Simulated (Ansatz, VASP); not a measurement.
**Two plane-wave programs on Cu**

INCAR

```
SYSTEM = Cu
ALGO = Normal
EDIFF = 1E-6
ENCUT = 600
GGA = PS
GGA_COMPAT = .FALSE.
ISIF = 2
ISMEAR = 0
LASPH = .TRUE.
LCHARG = .FALSE.
LREAL = .FALSE.
LWAVE = .FALSE.
NBANDS = 12
NELM = 120
PREC = Accurate
SIGMA = 0.1
```

Contents of KPOINTS:

```
k-points
0
G
  8 8 8
  0 0 0
```

File POSCAR:

```
Cu
1.0
   -1.4452529002      1.4452529002      1.3594310780
    1.4452529002     -1.4452529002      1.3594310780
    1.4452529002      1.4452529002     -1.3594310780
Cu
1
Direct
    0.0000000000      0.0000000000      0.0000000000
```

Input for Ansatz:

```yaml
crystal:
  lattice:
    - [-1.4452529002, 1.4452529002, 1.359431078]
    - [1.4452529002, -1.4452529002, 1.359431078]
    - [1.4452529002, 1.4452529002, -1.359431078]
  atoms:
    - { symbol: Cu, position: [0.0, 0.0, 0.0] }
basis:
  ecutwfc: 420
kpoints:
  mp_grid: { grid: [8, 8, 8] }
hamiltonian:
  xc: pbesol
  pseudopotentials: { kind: paw, azcp: { folder: soft_1 } }
scf:
  occupations: { method: gaussian, width: 0.1 }
output:
  forces: true
  stress: true
  eigenvalues: true
```

Alike in both runs: task single point; functional PBEsol; k mesh 8 × 8 × 8; occupations gaussian, width 0.1 eV; no spin polarisation.

|  | VASP | Ansatz |
| --- | --- | --- |
| version | VASP 6.6.1 | Ansatz 0.2.0 |
| potentials or method | VASP PAW PBE potentials, release 64 (Cu), cutoff 600 eV | scalar-relativistic, plane waves, PAW |
| valence electrons in the cell | 11 | 19 |

|  | VASP | Ansatz | Ansatz less VASP |
| --- | --- | --- | --- |
| gap on the k mesh at the Fermi level (eV) | none | none | - |
| pressure (GPa) | 1.1 | 0.3 | -0.84 |
| traceless stress, the component that is largest in VASP (GPa) | 0.39 | 0.33 | -0.057 |

VASP's potentials were made for PBE, not for PBEsol, and Ansatz warns of the same on its side. A gap of «none» marks a metal or a gap that the smearing closes. VASP's potentials hold 11 valence electrons a cell and Ansatz's 19, so a difference there can come from the potentials and not from the codes.

The k mesh is coarse, so the values compare programs but aren't converged.
